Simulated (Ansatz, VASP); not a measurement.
Si2W: VASP beside Ansatz

INCAR

```
PREC = Accurate
ENCUT = 520
EDIFF = 1E-6
ISMEAR = 0
SIGMA = 0.15
LREAL = False
LASPH = True
NELM = 100
ALGO = Normal
ISIF = 2
LWAVE = False
LCHARG = False
GGA = PE
NBANDS = 18
```

Contents of KPOINTS:

```
regular mesh
0
Gamma
  18 18 18
```

POSCAR

```
Si2W
1.0
   -1.5710617320      1.5710617320      4.3212052938
    1.5710617320     -1.5710617320      4.3212052938
    1.5710617320      1.5710617320     -4.3212052938
Si W
2 1
Direct
    0.3345726944      0.3345726944      0.0000000000
    0.6654273056      0.6654273056      0.0000000000
    0.0000000000      0.0000000000      0.0000000000
```

Input for Ansatz:

```yaml
crystal:
  lattice:
    - [-1.571061732, 1.571061732, 4.3212052938]
    - [1.571061732, -1.571061732, 4.3212052938]
    - [1.571061732, 1.571061732, -4.3212052938]
  atoms:
    - { symbol: Si, position: [0.3345726944, 0.3345726944, 0.0] }
    - { symbol: Si, position: [0.6654273056, 0.6654273056, 0.0] }
    - { symbol: W, position: [0.0, 0.0, 0.0] }
basis:
  ecutwfc: 420
kpoints:
  mp_grid: { grid: [18, 18, 18] }
hamiltonian:
  xc: pbe
  pseudopotentials: { kind: paw, azcp: { folder: soft_1 } }
scf:
  occupations: { method: gaussian, width: 0.15 }
output:
  forces: true
  stress: true
  eigenvalues: true
```

Alike in both runs: task single point; functional PBE; k mesh 18 × 18 × 18; occupations gaussian, width 0.15 eV; no spin polarisation.

```csv
,VASP,Ansatz
version,VASP 6.6.1,Ansatz 0.2.0
potentials or method,"VASP PAW PBE potentials, release 64 (Si, W_sv), cutoff 520 eV","scalar-relativistic, plane waves, PAW"
valence electrons in the cell,22,22
```

|  | VASP | Ansatz | Ansatz less VASP |
| --- | --- | --- | --- |
| gap on the k mesh at the Fermi level (eV) | none | none | - |
| pressure (GPa) | -6.7 | -6.7 | +0.01 |
| traceless stress, the component that is largest in VASP (GPa) | -23.17 | -23.13 | +0.044 |
| rms of the force components (eV/Å) | 0.125 | 0.128 | +0.0028 |

Atom by atom the forces differ by 0.003 eV/Å (rms over components). A gap of «none» marks a metal or a gap that the smearing closes.

Spin-orbit coupling is off throughout.
